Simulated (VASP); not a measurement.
**CoW3: single point with PBEsol**

The system is CoW3.

```
W Co
1.0
     0.00000    2.92146    2.92146
     2.92146    0.00000    2.92146
     2.92146    2.92146    0.00000
W Co
3 1
Direct
  0.25000 0.25000 0.25000
  0.75000 0.75000 0.75000
  0.50000 0.50000 0.50000
  0.00000 0.00000 0.00000
```

```yaml
Program: VASP 6.6.1
Task: single point
Functional: PBEsol
Potentials_or_basis: VASP PAW PBE potentials, release 64 (W_sv, Co)
Cutoff: 520 eV
k_mesh: 12 × 12 × 12
Occupations: gaussian, width 0.1 eV
Spin: collinear spin, ferromagnetic start
Starting_moments: "[0.0, 0.0, 0.0, 2.0] μB"
Dipole_correction: no
Further_INCAR_settings: ALGO = Fast; EDIFF = 1e-07; NBANDS = 38
```

| Property | Result |
| --- | --- |
| Pressure | 61.4 GPa |
| Band gap on the k mesh | zero (filled and empty bands overlap) |
| Net moment | 0.99 μB per cell |
| Site moments | W +0.10, +0.03 (each value once); Co +0.75 μB |
| Valence electrons inside the program's atomic spheres | W 12.46, 12.75 (each value once); Co 8.69 |

Levels at points of the mesh, in eV from the Fermi level:
Spin up:
```tsv
k point	band 23	band 24	band 25	band 26	band 27	band 28	band 29	band 30
(0.00, 0.00, 0.00)	-1.99	-1.99	-1.02	-1.02	3.69	3.69	4.24	4.24
(0.50, 0.00, 0.00)	-3.56	-3.56	-0.10	-0.10	1.01	1.01	1.59	3.27
(0.50, 0.50, 0.00)	-1.28	-0.91	-0.91	-0.79	0.70	1.43	1.43	2.11
```
Spin down:
```csv
k point,band 23,band 24,band 25,band 26,band 27,band 28
"(0.00, 0.00, 0.00)",-1.81,-1.81,-0.08,-0.08,3.73,3.73
"(0.50, 0.00, 0.00)",-3.18,-3.18,0.47,0.47,1.29,1.29
"(0.50, 0.50, 0.00)",-0.86,-0.86,-0.79,0.06,1.18,1.48
```

Run time: 2.5 min on 1 thread of Intel(R) Xeon(R) 6975P-C (Granite Rapids), with other jobs on the host, peak memory 0.34 GiB.

Caveat: the cell stands under pressure; the PAW data sets were made with another functional, which shifts forces and pressure a little; spin-orbit coupling is left out, which moves the levels of the heavy elements.
